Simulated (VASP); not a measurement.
# ScAl3 (Pm-3m) in VASP: a series of runs

Aim: see how the results for ScAl3 move with the level of theory and the settings. Levels: PBE, PBE-based screened hybrid. Tasks: relaxation of cell and atoms, single point.

Everything below comes from runs of VASP 6.6.1. Logs are shortened: lines on timing, memory, paths and dates and some standing lists are left out, and cuts for length are marked.

## (1) The cell of the first run

Symmetry: Pm-3m, No. 221, cubic system. The conventional cell has a = 4.088 Å, b = 4.088 Å, c = 4.088 Å, α = 90.00°, β = 90.00°, γ = 90.00°. Sc (site symmetry m-3m) has 12 Al at 2.89 Å within 3.8 Å. Within 3.8 Å of Al (site symmetry 4/mmm) lie 4 Sc at 2.89 Å and 8 Al at 2.89 Å.

## (2) Relaxation of cell and atoms, PBE

INCAR

```
SYSTEM = ScAl3
  PREC = Accurate
  ENCUT = 600
  EDIFF = 1E-6
  ISMEAR = -1
  SIGMA = 0.05
  LREAL = .False.
  LASPH = .True.
  NELM = 80
  ALGO = Normal
  ISIF = 3
  LWAVE = .False.
  LCHARG = .False.
  GGA = PE
  IBRION = 2
  NSW = 60
  EDIFFG = -0.01
```

KPOINTS

```
regular mesh
0
Gamma
  7 7 7
  0 0 0
```

POSCAR

```
ScAl3
1.0
    4.0878065700      0.0000000000      0.0000000000
    0.0000000000      4.0878065700      0.0000000000
    0.0000000000      0.0000000000      4.0878065700
Sc Al
1 3
Direct
    0.0000000000      0.0000000000      0.0000000000
    0.5000000000      0.5000000000      0.0000000000
    0.0000000000      0.5000000000      0.5000000000
    0.5000000000      0.0000000000      0.5000000000
```

Potentials or basis: VASP PAW PBE potentials, release 64 (Sc_sv, Al).

Run with:

```sh
> cat potpaw_PBE.64/Sc_sv/POTCAR potpaw_PBE.64/Al/POTCAR > POTCAR
> mpirun -np 1 vasp_std > vasp.out
```

OUTCAR:

```text
SYSTEM = ScAl3
   PREC = Accurate
   ENCUT = 600
   EDIFF = 1E-6
   ISMEAR = -1
   LREAL = .False.
   LASPH = .True.
   NELM = 80
   ISIF = 3
   GGA = PE
   IBRION = 2
   NSW = 60
   EDIFFG = -0.01

 ion  position               nearest neighbor table
   1  0.000  0.000  0.000-   2 2.89   3 2.89   4 2.89   3 2.89   4 2.89   2 2.89   3 2.89   3 2.89
                             2 2.89   4 2.89   4 2.89   2 2.89
   2  0.500  0.500  0.000-   1 2.89   3 2.89   4 2.89   3 2.89   4 2.89   1 2.89   4 2.89   4 2.89
                             1 2.89   3 2.89   3 2.89   1 2.89
   3  0.000  0.500  0.500-   1 2.89   2 2.89   4 2.89   1 2.89   2 2.89   1 2.89   4 2.89   1 2.89
                             2 2.89   4 2.89   2 2.89   4 2.89
   4  0.500  0.000  0.500-   1 2.89   2 2.89   3 2.89   1 2.89   2 2.89   2 2.89   3 2.89   2 2.89
                             1 2.89   3 2.89   1 2.89   3 2.89

  LATTYP: Found a simple cubic cell.
 ALAT       =     4.0878065700

  Lattice vectors:

 A1 = (   4.0878065700,   0.0000000000,   0.0000000000)
 A2 = (   0.0000000000,   4.0878065700,   0.0000000000)
 A3 = (   0.0000000000,   0.0000000000,   4.0878065700)

Analysis of symmetry for initial positions (statically):
=====================================================================
 Subroutine PRICEL returns:
 Original cell was already a primitive cell.

 Routine SETGRP: Setting up the symmetry group for a
 simple cubic supercell.

 Subroutine GETGRP returns: Found 48 space group operations
 (whereof 48 operations were pure point group operations)
 out of a pool of 48 trial point group operations.

The static configuration has the point symmetry O_h .

Analysis of symmetry for dynamics (positions and initial velocities):
=====================================================================
 Subroutine PRICEL returns:
 Original cell was already a primitive cell.

 Routine SETGRP: Setting up the symmetry group for a
 simple cubic supercell.

 Subroutine GETGRP returns: Found 48 space group operations
 (whereof 48 operations were pure point group operations)
 out of a pool of 48 trial point group operations.

The dynamic configuration has the point symmetry O_h .

 Subroutine INISYM returns: Found 48 space group operations
 (whereof 48 operations are pure point group operations),
 and found     1 'primitive' translations

----------------------------------------------------------------------------------------

                                     Primitive cell

  volume of cell :      68.3079

  direct lattice vectors                    reciprocal lattice vectors
     4.087806570  0.000000000  0.000000000     0.244629970  0.000000000  0.000000000
     0.000000000  4.087806570  0.000000000     0.000000000  0.244629970  0.000000000
     0.000000000  0.000000000  4.087806570     0.000000000  0.000000000  0.244629970

  length of vectors
     4.087806570  4.087806570  4.087806570     0.244629970  0.244629970  0.244629970

  position of ions in fractional coordinates (direct lattice)
     0.000000000  0.000000000  0.000000000
     0.500000000  0.500000000  0.000000000
     0.000000000  0.500000000  0.500000000
     0.500000000  0.000000000  0.500000000

  ion indices of the primitive-cell ions
   primitive index   ion index
                 1           1
                 2           2
                 3           3
                 4           4

----------------------------------------------------------------------------------------

 KPOINTS: regular mesh

Automatic generation of k-mesh.
 Grid dimensions read from file:
 generate k-points for:    7    7    7

 Generating k-lattice:

  Cartesian coordinates                     Fractional coordinates (reciprocal lattice)
     0.034947139  0.000000000  0.000000000     0.142857143  0.000000000  0.000000000
     0.000000000  0.034947139  0.000000000     0.000000000  0.142857143  0.000000000
     0.000000000  0.000000000  0.034947139     0.000000000  0.000000000  0.142857143

  Length of vectors
     0.034947139  0.034947139  0.034947139

  Shift w.r.t. Gamma in fractional coordinates (k-lattice)
     0.000000000  0.000000000  0.000000000

 Subroutine IBZKPT returns following result:
 ===========================================

 Found     20 irreducible k-points:

 Following reciprocal coordinates:
            Coordinates               Weight
  0.000000  0.000000  0.000000      1.000000
  0.142857  0.000000  0.000000      6.000000
  0.285714  0.000000  0.000000      6.000000
  0.428571  0.000000  0.000000      6.000000
  0.142857  0.142857  0.000000     12.000000
  0.285714  0.142857  0.000000     24.000000
[... 12 lines left out ...]
  0.428571  0.428571  0.285714     24.000000
  0.428571  0.428571  0.428571      8.000000
   k-points           NKPTS =     20   k-points in BZ     NKDIM =     20   number of bands    NBANDS=     14
   number of dos      NEDOS =    301   number of ions     NIONS =      4
   total plane-waves  NPLWV =  46656
   dimension x,y,z NGX =    36 NGY =   36 NGZ =   36
   dimension x,y,z NGXF=    72 NGYF=   72 NGZF=   72
   ions per type =               1   3
   NGX,Y,Z   is equivalent  to a cutoff of  14.64, 14.64, 14.64 a.u.
   NGXF,Y,Z  is equivalent  to a cutoff of  29.28, 29.28, 29.28 a.u.
 SYSTEM =  ScAl3
   PREC   = accura    normal or accurate (medium, high low for compatibility)
   ISTART =      0    job   : 0-new  1-cont  2-samecut
   ICHARG =      2    charge: 1-file 2-atom 10-const
   ISPIN  =      1    spin polarized calculation?
   LNONCOLLINEAR =      F non collinear calculations
   LSORBIT =      F    spin-orbit coupling
   LASPH  =      T    aspherical Exc in radial PAW
   ENCUT  =  600.0 eV  44.10 Ry    6.64 a.u.   8.16  8.16  8.16*2*pi/ulx,y,z
   NELM   =     80;   NELMIN=  2; NELMDL= -5     # of ELM steps
   EDIFF  = 0.1E-05   stopping-criterion for ELM
   LREAL  =      F    real-space projection
   EDIFFG = -.1E-01   stopping-criterion for IOM
   NSW    =     60    number of steps for IOM
   IBRION =      2    ionic relax: 0-MD 1-quasi-New 2-CG
   NFREE  =      1    steps in history (QN), initial steepest desc. (CG)
   ISIF   =      3    stress and relaxation
   ISYM   =      2    0-nonsym 1-usesym 2-fastsym
   POTIM  = 0.5000    time-step for ionic-motion
   TEBEG  =    0.0;   TEEND  =   0.0 temperature during run
   PSTRESS=    0.0 pullay stress
   NELECT =      20.0000    total number of electrons
   NUPDOWN=      -1.0000    fix difference up-down
   EMIN   =  10.00;   EMAX   =-10.00  energy-range for DOS
   EFERMI =   0.00;   METHOD = LEGACY
   ISMEAR =    -1;   SIGMA  =   0.05  broadening in eV -4-tet -1-fermi 0-gaus
   EFERMI_NEDOS =   21; number of points for ismear=-14 and -15
   IALGO  =     38    algorithm
   IMIX   =      4    mixing-type and parameters
     AMIX     =   0.40;   BMIX     =  1.00
     AMIX_MAG =   1.60;   BMIX_MAG =  1.00
  volume/ion in A,a.u.               =      17.08       115.24
  Fermi-wavevector in a.u.,A,eV,Ry     =   1.087079  2.054282 16.078563  1.181741
  Thomas-Fermi vector in A             =   2.223230
   LORBIT       =      0    0 simple, 1 ext, 2 COOP (PROOUT), +10 PAW based schemes
   GGA     = PE    functional components
   LHFCALC =     F    Hartree Fock is set to
   AEXX    =    0.0000 exact exchange contribution
   IVDW    =     0    specifies the selected vdW correction
   LEPSILON=     F    determine dielectric tensor
   LRPA    =     F    only Hartree local field effects (RPA)
 conjugate gradient relaxation of ions
 non-spin polarized calculation
  energy-cutoff  :      600.00
  volume of cell :       68.31
 maximum number of plane-waves:      2301
 NGX is ok and might be reduce to    36
   NGX = 17   NGY = 17   NGZ = 17

--------------------------------------- Ionic step        1  -------------------------------------------

 number of electron      20.0000002 magnetization

 Free energy of the ion-electron system (eV)
  ---------------------------------------------------
  ext. energy  EPLUGINS =         0.00000000
  ---------------------------------------------------
  free energy    TOTEN  =       -19.30288276 eV

  energy without entropy =      -19.29011026  energy(sigma->0) =      -19.29649651

------------------------ aborting loop because EDIFF is reached ----------------------------------------

  FORCE on cell =-STRESS in cart. coord.  units (eV):
  Direction    XX          YY          ZZ          XY          YZ          ZX
  --------------------------------------------------------------------------------------
  -------------------------------------------------------------------------------------
  Total        0.4949957      0.4949957      0.4949957     -0.0000000     -0.0000000      0.0000000
  in kB       11.6102355     11.6102355     11.6102355     -0.0000000     -0.0000000      0.0000000
  external PRESSURE =      11.6102355 kB  Pullay stress =       0.0000000 kB
[... 61 lines left out ...]
  energy  without entropy=      -19.2927218194  energy(sigma->0) =      -19.29917367

--------------------------------------- Ionic step        3  -------------------------------------------

 number of electron      20.0000000 magnetization

 Free energy of the ion-electron system (eV)
  ---------------------------------------------------
  ext. energy  EPLUGINS =         0.00000000
  ---------------------------------------------------
  free energy    TOTEN  =       -19.30608062 eV

  energy without entropy =      -19.29321949  energy(sigma->0) =      -19.29965005

 E-fermi :   7.0692     XC(G=0): -10.3668

 val. band max:        6.9966617217   @ k =   0.4286   0.4286   0.1429
 cond. band min:       7.0873604340   @ k =   0.2857   0.0000   0.0000
 fundamental gap:      0.0906987123
 Fermi energy:         7.0692281320

 k-point     1 :       0.0000    0.0000    0.0000
  band No.  band energies     occupation
      1     -41.8750      2.00000
      2     -20.5736      2.00000
      3     -20.5736      2.00000
      4     -20.5736      2.00000
      5      -2.8038      2.00000
      6       4.5471      2.00000
      7       4.5471      2.00000
      8       5.3514      2.00000
      9       5.3514      2.00000
     10       5.3514      2.00000
     11       8.4301      0.00000
     12       8.4469      0.00000
     13       8.4469      0.00000
     14       8.4469      0.00000
[... 352 lines left out ...]
  FREE ENERGIE OF THE ION-ELECTRON SYSTEM (eV)
  ---------------------------------------------------
  free  energy   TOTEN  =       -19.3060806206 eV

  energy  without entropy=      -19.2932194885  energy(sigma->0) =      -19.29965005

 reached required accuracy - stopping structural energy minimisation
```

It took 56 s on 1 thread of AMD EPYC 7R43 (Zen 3), shared host; peak memory 0.19 GiB.

Results:

```
Free energy                            : -19.3061 eV
Relaxed volume                         : 17.30 Å³/atom
Relaxed cell                           : a = 4.105 Å, b = 4.105 Å, c = 4.105 Å, α = 90.00°, β = 90.00°, γ = 90.00°
Space group after relaxing (to 0.05 Å) : Pm-3m (No. 221)
Energy gained by relaxing              : 0.8 meV/atom
Ionic steps                            : 3
Pressure after relaxing                : 0.0 GPa
Band gap on the k mesh                 : zero (band 10 reaches 8.13 eV, above the bottom of band 11 at 4.50 eV)
```

The path:
```csv
step,energy change (eV),largest force (eV/Å),pressure (GPa),volume (Å³)
1,0.0000,0.0000,1.16,68.31
2,-0.0027,0.0000,-0.43,69.54
3,-0.0032,0.0000,0.00,69.20
```

Final structure:
```yaml
crystal:
  lattice:
    - [4.10548, 0.00000, 0.00000]
    - [0.00000, 4.10548, 0.00000]
    - [0.00000, 0.00000, 4.10548]
  atoms:
    - { symbol: Sc, position: [0.00000, 0.00000, 0.00000] }
    - { symbol: Al, position: [0.50000, 0.50000, 0.00000] }
    - { symbol: Al, position: [0.00000, 0.50000, 0.50000] }
    - { symbol: Al, position: [0.50000, 0.00000, 0.50000] }
```

Levels at points of the mesh, in eV from the Fermi level:
```csv
k point,band 8,band 9,band 10,band 11,band 12,band 13
"(0.00, 0.00, 0.00)",-1.72,-1.72,-1.72,1.36,1.38,1.38
```

## (3) Single point, PBE-based screened hybrid

POSCAR is that of step 2.

INCAR.step1

```
SYSTEM = ScAl3
  ALGO = Normal
  EDIFF = 1E-5
  ENCUT = 520
  GGA = PE
  ISIF = 2
  ISMEAR = -1
  LASPH = .True.
  LCHARG = .False.
  LREAL = .False.
  LWAVE = .True.
  NBANDS = 18
  NELM = 60
  PREC = Accurate
  SIGMA = 0.05
```

INCAR.step2

```
SYSTEM = ScAl3
  AEXX = 0.25
  ALGO = Normal
  EDIFF = 1E-6
  ENCUT = 520
  GGA = PE
  HFSCREEN = 0.3
  ISIF = 2
  ISMEAR = -1
  ISTART = 1
  LASPH = .True.
  LCHARG = .False.
  LHFCALC = .True.
  LREAL = .False.
  LWAVE = .False.
  NBANDS = 18
  NELM = 60
  PREC = Accurate
  PRECFOCK = Normal
  SIGMA = 0.05
```

KPOINTS

```
k-points
0
Gamma
  4 4 4
  0 0 0
```

Potentials or basis: VASP PAW PBE potentials, release 64 (Sc_sv, Al).

Run with:

```sh
> cat potpaw_PBE.64/Sc_sv/POTCAR potpaw_PBE.64/Al/POTCAR > POTCAR
> cp INCAR.step1 INCAR
> mpirun -np 1 vasp_std > vasp.out
> cp INCAR.step2 INCAR
> mpirun -np 1 vasp_std > vasp.out
```

Run time: 24 min. Hardware: 1 thread of Oxide Virtual Turin-like, shared host; peak memory 0.25 GiB.

The run converged. Its results:

```yaml
Free_energy: -21.0647 eV
Pressure: 0.7 GPa
Band_gap_on_the_k_mesh: zero (band 10 reaches 8.33 eV, above the bottom of band 11 at 3.84 eV)
```

Levels at points of the mesh, in eV from the Fermi level:
```tsv
k point	band 7	band 8	band 9	band 10	band 11	band 12	band 13	band 14
(0.00, 0.00, 0.00)	-2.95	-2.22	-2.22	-2.22	1.39	1.55	1.55	1.55
(0.50, 0.00, 0.00)	-2.04	-2.04	-1.69	0.93	0.93	0.95	1.41	1.94
(0.50, 0.50, 0.00)	-6.47	-5.05	-0.67	-0.67	1.23	1.60	2.51	3.07
(0.50, 0.50, 0.50)	-5.45	-5.02	-3.57	-3.57	-3.57	1.02	3.21	3.21
```

Caveat: the k points lie up to 0.38 Å⁻¹ apart; the PAW data sets were made with another functional, which shifts forces and pressure a little.
